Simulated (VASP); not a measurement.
Runs of VASP 6.6.1 on Au. The structure is that of space group P6_3/mmc (No. 194), or close to it. The cells are those of the table. This isn't the form of Au at room conditions, which is fcc.

```csv
task,level,spin,cell,k mesh,cutoff (eV),smearing,grid for exact exchange (PRECFOCK),share of exact exchange,screening parameter,gap on the mesh (eV),pressure (GPa)
relaxation of cell and atoms,BLYP+D4,off,"relaxed from a = 2.900, b = 2.900, c = 4.880 Å, angles 90.0, 90.0, 120.0°, 2 atoms",11 × 11 × 6,600,fermi-dirac 0.05 eV,-,-,-,none,0.0
single point,PBEsol-based global hybrid with 25 % exact exchange,off,"a = 2.795, b = 2.795, c = 5.037 Å, angles 90.0, 90.0, 120.0°, 2 atoms",6 × 6 × 3,520,fermi-dirac 0.05 eV,Normal,0.25,-,none,-0.2
single point,PBEsol,"non-collinear, zero start, SOC","a = 2.900, b = 2.900, c = 4.880 Å, angles 90.0, 90.0, 120.0°, 2 atoms",8 × 8 × 4,520,fermi-dirac 0.05 eV,-,-,-,-,(b)
single point,HSE06,off,"a = 2.919, b = 2.919, c = 4.912 Å, angles 90.0, 90.0, 120.0°, 2 atoms",6 × 6 × 4,520,fermi-dirac 0.05 eV,Normal,0.25,0.2079 1/Å,none,-2.4
single point,PBEsol,off,"a = 2.900, b = 2.900, c = 4.880 Å, angles 90.0, 90.0, 120.0°, 2 atoms",8 × 8 × 4,520,fermi-dirac 0.05 eV,-,-,-,none,-6.1
single point,PBEsol-based screened hybrid with 25 % exact exchange,off,"a = 2.797, b = 2.797, c = 5.041 Å, angles 90.0, 90.0, 120.0°, 2 atoms",6 × 6 × 3,520,fermi-dirac 0.05 eV,Normal,0.25,0.207 1/Å,none,0.2
single point,PBE,off,"a = 2.900, b = 2.900, c = 4.880 Å, angles 90.0, 90.0, 120.0°, 2 atoms",11 × 11 × 6,520,gaussian 0.027 eV,-,-,-,none,1.6
single point,B3LYP,off,"a = 2.900, b = 2.900, c = 4.880 Å, angles 90.0, 90.0, 120.0°, 2 atoms",6 × 6 × 3,520,fermi-dirac 0.05 eV,Normal,0.2,-,none,(a)
```

Alike in all rows: potentials or basis VASP PAW PBE potentials, release 64 (Au).

Task: Fill in the values left out.

Result: (a) 10.5; (b) -7.4.

Caveats: some runs use coarse meshes; the PAW data sets were made with another functional, which shifts forces and pressure a little (at least some runs); spin-orbit coupling is left out, which moves the levels of the heavy elements (at least some runs); the cell stands under tension (at least some runs); the dispersion term is far too large for a dense solid, which distorts pressure and volume (at least some runs).

A k mesh can miss the band edges, and rows without SOC leave out spin-orbit coupling on Au.

A gap of «none» marks levels without a gap at the run's occupations.
